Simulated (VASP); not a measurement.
# SiNi: single point with LDA

Crystal: SiNi.

```
CELL_PARAMETERS angstrom
5.02640 0.00000 0.00000
0.00000 3.35257 0.00000
0.00000 0.00000 5.46680
ATOMIC_POSITIONS crystal
Ni 0.99066 0.75000 0.81207
Ni 0.50934 0.25000 0.31207
Ni 0.49066 0.75000 0.68793
Ni 0.00934 0.25000 0.18793
Si 0.68002 0.25000 0.91156
Si 0.81998 0.75000 0.41156
Si 0.18002 0.25000 0.58844
Si 0.31998 0.75000 0.08844
```

```json
{"Program": "VASP 6.6.1", "Task": "single point", "Functional": "LDA", "Potentials or basis": "VASP PAW LDA potentials, release 64 (Ni, Si)", "Cutoff": "520 eV", "k mesh": "5 × 8 × 5", "Occupations": "fermi-dirac, width 0.05 eV", "Spin": "collinear spin, ferromagnetic start", "Starting moments": "[1.0, 1.0, 1.0, 1.0, 0.0, 0.0, 0.0, 0.0] μB"}
```

The pressure is 0.3 GPa and the largest force is 0.016 eV/Å. The band gap on the k mesh is zero (filled and empty bands overlap). The net moment is 0.00 μB per cell and the valence electrons inside the program's atomic spheres are Ni 9.73; Si 1.65.

Forces on the atoms (eV/Å):
```
Ni  -0.015  0.000  0.005
Ni   0.015  0.000  0.005
Ni  -0.015  0.000 -0.005
Ni   0.015  0.000 -0.005
Si  -0.004  0.000 -0.004
Si   0.004  0.000 -0.004
Si  -0.004  0.000  0.004
Si   0.004  0.000  0.004
```

Stress tensor (GPa, compression positive):
```
0.33 0.00 0.00
0.00 0.23 0.00
0.00 0.00 0.32
```

Levels at points of the mesh, in eV from the Fermi level:
Spin up:
| k point | band 25 | band 26 | band 27 | band 28 | band 29 | band 30 | band 31 | band 32 |
| --- | --- | --- | --- | --- | --- | --- | --- | --- |
| (0.00, 0.00, 0.00) | -1.85 | -1.47 | -1.21 | -0.97 | 0.72 | 1.48 | 3.38 | 3.72 |
| (0.00, 0.50, 0.00) | -2.11 | -2.11 | -1.52 | -1.52 | -0.63 | -0.63 | 2.11 | 2.11 |
Spin down:
```csv
k point,band 24,band 25,band 26,band 27,band 28,band 29,band 30,band 31,band 32,band 33
"(0.00, 0.00, 0.00)",-2.16,-1.85,-1.47,-1.21,-0.97,0.72,1.48,3.38,3.72,3.99
"(0.00, 0.50, 0.00)",-2.33,-2.11,-2.11,-1.52,-1.52,-0.63,-0.63,2.11,2.11,2.66
```

It took 3.9 min on 1 thread of Intel(R) Xeon(R) Platinum 8488C (Sapphire Rapids), on a shared host, peak memory 0.34 GiB.

Caveat: the moments typed at the start vanished in this run.
